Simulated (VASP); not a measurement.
Here is a VASP 6.6.1 calculation.

The input INCAR:

```
SYSTEM = Sb
PREC = Accurate
ENCUT = 500
EDIFF = 1E-6
ISMEAR = 0
SIGMA = 0.1
LREAL = .False.
LASPH = .True.
NELM = 120
ALGO = Normal
ISIF = 2
LWAVE = .False.
LCHARG = .False.
GGA = CA
NBANDS = 8
GGA_COMPAT = .False.
```

KPOINTS

```
Automatic mesh
0
Gamma
  14 14 14
  0 0 0
```

Contents of POSCAR:

```
Sb
1.0
    3.0415768437      0.0000000000      0.0000000000
    0.0000000000      3.0415768437      0.0000000000
    0.0000000000      0.0000000000      3.0415768437
Sb
1
Direct
    0.0000000000      0.0000000000      0.0000000000
```

Potentials or basis: VASP PAW LDA potentials, release 64 (Sb).

Launch:

```console
$ cat potpaw_LDA.64/Sb/POTCAR > POTCAR
$ mpirun -np 1 vasp_std > vasp.out
```

Estimate the band gap on the k mesh.

zero (an odd number of electrons rules out a gap without spin polarisation).

What does it give for the pressure?

0.2 GPa.

Caveat: spin-orbit coupling is left out, which moves the levels of the heavy elements.
